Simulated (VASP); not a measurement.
Write the native input for VASP 6.6.1 that does the following.

| Item | Value |
| --- | --- |
| Task | single point |
| Functional | LDA |
| Potentials or basis | VASP PAW LDA potentials, release 64 (Ga_d, N) |
| Cutoff | 520 eV |
| k mesh | 10 × 10 × 10 |
| Occupations | gaussian, width 0.01 eV |
| Spin | non-collinear spin, zero start, spin-orbit coupling |
| Starting moments | [[0.0, 0.0, 0.0], [0.0, 0.0, 0.0]] μB |
| Dipole correction | no |
| Further INCAR settings | ALGO = Normal; EDIFF = 1e-07; NBANDS = 30 |

The structure of GaN lies in POSCAR:

```
GaN
1.0
    0.0000000000      2.2165660090      2.2165660090
    2.2165660090      0.0000000000      2.2165660090
    2.2165660090      2.2165660090      0.0000000000
Ga N
1 1
Direct
    0.0000000000      0.0000000000      0.0000000000
    0.2500000000      0.2500000000      0.2500000000
```

The input as run:

INCAR

```
SYSTEM = GaN
PREC = Accurate
ENCUT = 520
EDIFF = 1E-7
ISMEAR = 0
SIGMA = 0.01
LREAL = .FALSE.
LASPH = .TRUE.
NELM = 150
ALGO = Normal
ISIF = 2
LWAVE = .FALSE.
LCHARG = .TRUE.
MAGMOM = 0 0 0 0 0 0
LORBIT = 11
LSORBIT = .TRUE.
GGA_COMPAT = .FALSE.
LORBMOM = .TRUE.
LVHAR = .TRUE.
NBANDS = 30
```

KPOINTS

```
Automatic mesh
0
G
  10 10 10
  0 0 0
```

Potentials or basis: VASP PAW LDA potentials, release 64 (Ga_d, N).

Launch:

```bash
$ cat potpaw_LDA.64/Ga_d/POTCAR potpaw_LDA.64/N/POTCAR > POTCAR
$ mpirun -np 1 vasp_ncl > vasp.out
```

Results of the run:

```json
{
  "Pressure": "4.3 GPa",
  "Net moment": "0.00 μB per cell",
  "Valence electrons inside the program's atomic spheres": "Ga 11.99; N 3.73"
}
```

Wall time 57 s on 1 thread of Intel(R) Xeon(R) 6975P-C (Granite Rapids) (shared host), peak memory 0.21 GiB.
